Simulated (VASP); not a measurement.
# CoO (Fm-3m) in VASP: further runs, part 2 of 2

VASP 6.6.1.

## Step 5: Single point, PBE, collinear spin, ferromagnetic start (volume scaled by 1.06)

Input file INCAR:

```
  PREC = Accurate
  ENCUT = 520
  EDIFF = 1E-6
  ISMEAR = -1
  SIGMA = 0.05
  LREAL = F
  LASPH = T
  NELM = 150
  ALGO = Normal
  ISIF = 2
  LWAVE = F
  LCHARG = F
  ISPIN = 2
  MAGMOM = 2 0
  LORBIT = 11
  LMAXMIX = 4
  GGA = PE
  NBANDS = 18
```

Input file KPOINTS:

```
regular mesh
0
Gamma
  15 15 15
```

Input file POSCAR:

```
CoO
1.0
    0.0000000000      2.1733047310      2.1733047310
    2.1733047310      0.0000000000      2.1733047310
    2.1733047310      2.1733047310      0.0000000000
Co O
1 1
Direct
    0.0000000000      0.0000000000      0.0000000000
    0.5000000000      0.5000000000      0.5000000000
```

Potentials or basis: VASP PAW PBE potentials, release 64 (Co, O).

Command:

```
$ cat potpaw_PBE.64/Co/POTCAR potpaw_PBE.64/O/POTCAR > POTCAR
$ mpirun -np 1 vasp_std > vasp.out
```

OUTCAR:

```text
PREC = Accurate
   ENCUT = 520
   EDIFF = 1E-6
   ISMEAR = -1
   LREAL = F
   LASPH = T
   NELM = 150
   ISIF = 2
   ISPIN = 2
   LORBIT = 11
   GGA = PE

 ion  position               nearest neighbor table
   1  0.000  0.000  0.000-   2 2.17   2 2.17   2 2.17   2 2.17   2 2.17   2 2.17
   2  0.500  0.500  0.500-   1 2.17   1 2.17   1 2.17   1 2.17   1 2.17   1 2.17

  LATTYP: Found a face centered cubic cell.
 ALAT       =     4.3466094620

  Lattice vectors:

 A1 = (   0.0000000000,   2.1733047310,   2.1733047310)
 A2 = (   2.1733047310,   0.0000000000,   2.1733047310)
 A3 = (   2.1733047310,   2.1733047310,   0.0000000000)

Analysis of symmetry for initial positions (statically):
=====================================================================
 Subroutine PRICEL returns:
 Original cell was already a primitive cell.

 Routine SETGRP: Setting up the symmetry group for a
 face centered cubic supercell.

 Subroutine GETGRP returns: Found 48 space group operations
 (whereof 48 operations were pure point group operations)
 out of a pool of 48 trial point group operations.

The static configuration has the point symmetry O_h .

Analysis of symmetry for dynamics (positions and initial velocities):
=====================================================================
 Subroutine PRICEL returns:
 Original cell was already a primitive cell.

 Routine SETGRP: Setting up the symmetry group for a
 face centered cubic supercell.

 Subroutine GETGRP returns: Found 48 space group operations
 (whereof 48 operations were pure point group operations)
 out of a pool of 48 trial point group operations.

The dynamic configuration has the point symmetry O_h .

Analysis of structural, dynamic, and magnetic symmetry:
=====================================================================
 Subroutine PRICEL returns:
 Original cell was already a primitive cell.

 Routine SETGRP: Setting up the symmetry group for a
 face centered cubic supercell.

 Subroutine GETGRP returns: Found 48 space group operations
 (whereof 48 operations were pure point group operations)
 out of a pool of 48 trial point group operations.

The overall configuration has the point symmetry O_h .

 Subroutine INISYM returns: Found 48 space group operations
 (whereof 48 operations are pure point group operations),
 and found     1 'primitive' translations

----------------------------------------------------------------------------------------

                                     Primitive cell

  volume of cell :      20.5301

  direct lattice vectors                    reciprocal lattice vectors
     0.000000000  2.173304731  2.173304731    -0.230064377  0.230064377  0.230064377
     2.173304731  0.000000000  2.173304731     0.230064377 -0.230064377  0.230064377
     2.173304731  2.173304731  0.000000000     0.230064377  0.230064377 -0.230064377

  length of vectors
     3.073517026  3.073517026  3.073517026     0.398483191  0.398483191  0.398483191

[... 61 lines left out ...]
 [... further k-points ...]
   k-points           NKPTS =    120   k-points in BZ     NKDIM =    120   number of bands    NBANDS=     18
   number of dos      NEDOS =    301   number of ions     NIONS =      2
   total plane-waves  NPLWV =  13824
   dimension x,y,z NGX =    24 NGY =   24 NGZ =   24
   dimension x,y,z NGXF=    48 NGYF=   48 NGZF=   48
   ions per type =               1   1
   NGX,Y,Z   is equivalent  to a cutoff of  12.98, 12.98, 12.98 a.u.
   NGXF,Y,Z  is equivalent  to a cutoff of  25.96, 25.96, 25.96 a.u.
 SYSTEM =  unknown system
   PREC   = accura    normal or accurate (medium, high low for compatibility)
   ISTART =      0    job   : 0-new  1-cont  2-samecut
   ICHARG =      2    charge: 1-file 2-atom 10-const
   ISPIN  =      2    spin polarized calculation?
   LNONCOLLINEAR =      F non collinear calculations
   LSORBIT =      F    spin-orbit coupling
   LASPH  =      T    aspherical Exc in radial PAW
   ENCUT  =  520.0 eV  38.22 Ry    6.18 a.u.   5.71  5.71  5.71*2*pi/ulx,y,z
   NELM   =    150;   NELMIN=  2; NELMDL= -5     # of ELM steps
   EDIFF  = 0.1E-05   stopping-criterion for ELM
   LREAL  =      F    real-space projection
   EDIFFG = 0.1E-04   stopping-criterion for IOM
   NSW    =      0    number of steps for IOM
   IBRION =     -1    ionic relax: 0-MD 1-quasi-New 2-CG
   NFREE  =      0    steps in history (QN), initial steepest desc. (CG)
   ISIF   =      2    stress and relaxation
   ISYM   =      2    0-nonsym 1-usesym 2-fastsym
   POTIM  = 0.5000    time-step for ionic-motion
   TEBEG  =    0.0;   TEEND  =   0.0 temperature during run
   PSTRESS=    0.0 pullay stress
   NELECT =      15.0000    total number of electrons
   NUPDOWN=      -1.0000    fix difference up-down
   EMIN   =  10.00;   EMAX   =-10.00  energy-range for DOS
   EFERMI =   0.00;   METHOD = LEGACY
   ISMEAR =    -1;   SIGMA  =   0.05  broadening in eV -4-tet -1-fermi 0-gaus
   EFERMI_NEDOS =   21; number of points for ismear=-14 and -15
   IALGO  =     38    algorithm
   IMIX   =      4    mixing-type and parameters
     AMIX     =   0.40;   BMIX     =  1.00
     AMIX_MAG =   1.60;   BMIX_MAG =  1.00
  volume/ion in A,a.u.               =      10.27        69.27
  Fermi-wavevector in a.u.,A,eV,Ry     =   1.474488  2.786379 29.580635  2.174115
  Thomas-Fermi vector in A             =   2.589253
   LORBIT       =     11    0 simple, 1 ext, 2 COOP (PROOUT), +10 PAW based schemes
   GGA     = PE    functional components
   LHFCALC =     F    Hartree Fock is set to
   AEXX    =    0.0000 exact exchange contribution
   IVDW    =     0    specifies the selected vdW correction
   LEPSILON=     F    determine dielectric tensor
   LRPA    =     F    only Hartree local field effects (RPA)
 spin polarized calculation
  energy-cutoff  :      520.00
  volume of cell :       20.53
 maximum number of plane-waves:       564
   NGX = 11   NGY = 11   NGZ = 11

 number of electron      14.9999996 magnetization       2.9855338

 Free energy of the ion-electron system (eV)
  ---------------------------------------------------
  ext. energy  EPLUGINS =         0.00000000
  ---------------------------------------------------
  free energy    TOTEN  =       -13.01393949 eV

  energy without entropy =      -12.97861104  energy(sigma->0) =      -12.99627526

 E-fermi :   7.0648     XC(G=0): -12.0655

 val. band max:        7.0606359463   @ k =   0.4000   0.2667   0.1333
 cond. band min:       7.0712525297   @ k =  -0.2000   0.2667   0.0667
 fundamental gap:      0.0106165834
 Fermi energy:         7.0648365624

 spin component 1

 k-point     1 :       0.0000    0.0000    0.0000
  band No.  band energies     occupation
      1     -12.5778      1.00000
      2       3.8255      1.00000
      3       3.8256      1.00000
      4       4.0656      1.00000
      5       4.0656      1.00000
      6       4.0656      1.00000
[... 493 lines left out ...]
     17      31.7413      0.00000
     18      32.8218      0.00000

 [... further k-points ...]

 spin component 2

 k-point     1 :       0.0000    0.0000    0.0000
  band No.  band energies     occupation
      1     -12.0484      1.00000
      2       4.7977      1.00000
      3       4.7977      1.00000
      4       4.7977      1.00000
      5       6.0921      1.00000
      6       6.0921      1.00000
[... 493 lines left out ...]
     17      32.3915      0.00000
     18      33.6211      0.00000

 [... further k-points ...]
[... 5 lines left out ...]
  --------------------------------------------------------------------------------------
  -------------------------------------------------------------------------------------
  Total       -1.3931513     -1.3931513     -1.3931513      0.0000000     -0.0000000      0.0000000
  in kB     -108.7218943   -108.7218943   -108.7218943      0.0000000     -0.0000000      0.0000000
  external PRESSURE =    -108.7218943 kB  Pullay stress =       0.0000000 kB

 VOLUME and BASIS-vectors are now :
 -----------------------------------------------------------------------------
  energy-cutoff  :      520.00
  volume of cell :       20.53
      direct lattice vectors                 reciprocal lattice vectors
     0.000000000  2.173304731  2.173304731    -0.230064377  0.230064377  0.230064377
     2.173304731  0.000000000  2.173304731     0.230064377 -0.230064377  0.230064377
     2.173304731  2.173304731  0.000000000     0.230064377  0.230064377 -0.230064377

 POSITION                                       TOTAL-FORCE (eV/Angst)
 -----------------------------------------------------------------------------------
      0.00000      0.00000      0.00000         0.000000     -0.000000      0.000000
      2.17330      2.17330      2.17330        -0.000000      0.000000      0.000000
 -----------------------------------------------------------------------------------
    total drift:                                0.000000     -0.000000     -0.000000

  FREE ENERGIE OF THE ION-ELECTRON SYSTEM (eV)
  ---------------------------------------------------
  free  energy   TOTEN  =       -13.0139394863 eV

  energy  without entropy=      -12.9786110394  energy(sigma->0) =      -12.99627526

 total charge

# of ion       s       p       d       tot
------------------------------------------
    1        0.278   0.318   7.101   7.698
    2        1.556   3.396   0.000   4.951
--------------------------------------------------
tot          1.834   3.714   7.101  12.649

 magnetization (x)

# of ion       s       p       d       tot
------------------------------------------
    1        0.020   0.016   2.579   2.614
    2        0.027   0.288   0.000   0.315
--------------------------------------------------
tot          0.046   0.304   2.579   2.929
```

OSZICAR:

```text
N       E                     dE             d eps       ncg     rms          rms(c)
DAV:   1     0.781811404435E+02    0.78181E+02   -0.65695E+03  8898   0.948E+02
DAV:   2    -0.104262488685E+02   -0.88607E+02   -0.76299E+02  9162   0.219E+02
DAV:   3    -0.154610029948E+02   -0.50348E+01   -0.48757E+01  9956   0.556E+01
DAV:   4    -0.155159945929E+02   -0.54992E-01   -0.54943E-01 10620   0.556E+00
DAV:   5    -0.155172630901E+02   -0.12685E-02   -0.12683E-02 10562   0.835E-01    0.163E+01
DAV:   6    -0.146579055315E+02    0.85936E+00   -0.19094E+01 11050   0.619E+01    0.223E+01
DAV:   7    -0.131975889681E+02    0.14603E+01   -0.10309E+01 10884   0.515E+01    0.808E+00
DAV:   8    -0.130415514689E+02    0.15604E+00   -0.49341E-01 12148   0.106E+01    0.379E+00
DAV:   9    -0.130532613351E+02   -0.11710E-01   -0.38275E-01 12254   0.101E+01    0.268E+00
DAV:  10    -0.130119246982E+02    0.41337E-01   -0.17139E-01 12782   0.777E+00    0.443E-01
DAV:  11    -0.130141366197E+02   -0.22119E-02   -0.86501E-03 10114   0.793E-01    0.235E-01
DAV:  12    -0.130139142194E+02    0.22240E-03   -0.84337E-04 13062   0.471E-01    0.505E-02
DAV:  13    -0.130139742977E+02   -0.60078E-04   -0.27619E-04 12492   0.245E-01    0.826E-02
DAV:  14    -0.130139387625E+02    0.35535E-04   -0.60770E-05 11706   0.130E-01    0.214E-02
DAV:  15    -0.130139389569E+02   -0.19439E-06   -0.15587E-05 12980   0.580E-02    0.405E-03
DAV:  16    -0.130139394863E+02   -0.52934E-06   -0.23280E-06  7208   0.131E-02
   1 F= -.13013939E+02 E0= -.12996275E+02  d E =-.353284E-01  mag=     2.9853
```

It took 70 s on 1 thread of Intel Xeon 6975P-C, shared host; peak memory 0.2 GiB.

What came out:

```
Free energy                                           : -13.0139 eV
Pressure                                              : -10.9 GPa
Band gap on the k mesh                                : zero (filled and empty bands overlap)
Net moment                                            : 2.99 μB per cell
Site moments                                          : Co +2.61; O +0.32 μB
Valence electrons inside the program's atomic spheres : Co 7.70; O 4.95
```

Levels at points of the mesh, in eV from the Fermi level:
Spin up:
```csv
k point,band 7,band 8,band 9,band 10,band 11,band 12
"(0.00, 0.00, 0.00)",-2.85,-2.85,-2.85,0.72,16.68,17.69
```
Spin down:
```tsv
k point	band 3	band 4	band 5	band 6	band 7	band 8	band 9	band 10
(0.00, 0.00, 0.00)	-2.27	-2.27	-0.97	-0.97	-0.97	0.15	0.15	1.27
```

Caveat: a cell with one magnetic atom can't hold antiferromagnetic order, which such compounds often take; semilocal functionals often make such compounds metallic where correlation or magnetic order opens a gap, which also shifts bond lengths.

## Step 6: Overview

| cell | gap on the mesh (eV) | pressure (GPa) | moment (μB) |
| --- | --- | --- | --- |
| a = 2.953 Å, angles 60.0°, 2 atoms | none | 7.7 | 2.65 |
| a = 2.994 Å, angles 60.0°, 2 atoms | none | 0.9 | 2.85 |
| a = 3.034 Å, angles 60.0°, 2 atoms | none | -5.4 | 2.95 |
| a = 3.074 Å, angles 60.0°, 2 atoms | none | -10.9 | 2.99 |

Alike in all rows: task single point; level PBE; potentials or basis VASP PAW PBE potentials, release 64 (Co, O); spin collinear, ferromagnetic start; k mesh 15 × 15 × 15; cutoff (eV) 520; smearing fermi-dirac 0.05 eV.

Caveats: a cell with one magnetic atom can't hold antiferromagnetic order, which such compounds often take; semilocal functionals often make such compounds metallic where correlation or magnetic order opens a gap, which also shifts bond lengths.

Absolute energies hang on the potentials; compare differences alone.
